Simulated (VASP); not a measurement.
Crystal: Mg4C3.

```
Mg C
1.0
     4.51665    0.00000    0.00000
    -2.25833    3.91154    0.00000
     0.00000    0.00000    5.11048
Mg C
4 3
Direct
  0.00000 0.00000 0.23566
  0.00000 0.00000 0.76434
  0.33333 0.66667 0.50000
  0.66667 0.33333 0.50000
  0.50000 0.00000 0.00000
  0.00000 0.50000 0.00000
  0.50000 0.50000 0.00000
```

The cell was built from a structure type or drawn by symmetry, and may not be a known phase.

* Program: VASP 6.6.1
* Task: relaxation of cell and atoms
* Functional: PBE
* Potentials or basis: VASP PAW PBE potentials, release 64 (Mg, C)
* Cutoff: 600 eV
* k mesh: 9 × 9 × 8
* Occupations: gaussian, width 0.1 eV
* Spin: no spin polarisation

At the start: pressure -0.3 GPa; volume 12.90 Å³/atom.

Problem. How do energy, volume and symmetry change on relaxing?

Solution. Over 7 steps the energy falls by 6.0 meV/atom and the volume is 12.76 Å³/atom (-1.1 %); space group P6/mmm (No. 191, to 0.1 Å) before and after.

Step by step:
```
step  energy change (eV)  largest force (eV/Å)  pressure (GPa)  volume (Å³)
   1              0.0000                0.2920           -0.33        90.29
   2             -0.0231                0.0994           -0.21        89.94
   3             -0.0272                0.3714           -0.12        89.71
   4             -0.0398                0.2183            0.04        89.35
   5             -0.0412                0.1427            0.14        89.18
   6             -0.0419                0.0712           -0.01        89.39
   7             -0.0422                0.0024            0.04        89.32
```

Final structure:
```yaml
crystal:
  lattice:
    - [4.57163, 0.00000, 0.00000]
    - [-2.28581, 3.95915, 0.00000]
    - [0.00000, 0.00000, 4.93510]
  atoms:
    - { symbol: Mg, position: [0.00000, 0.00000, 0.23546] }
    - { symbol: Mg, position: [0.00000, 0.00000, 0.76454] }
    - { symbol: Mg, position: [0.33333, 0.66667, 0.50000] }
    - { symbol: Mg, position: [0.66667, 0.33333, 0.50000] }
    - { symbol: C, position: [0.50000, 0.00000, 0.00000] }
    - { symbol: C, position: [0.00000, 0.50000, 0.00000] }
    - { symbol: C, position: [0.50000, 0.50000, 0.00000] }
```
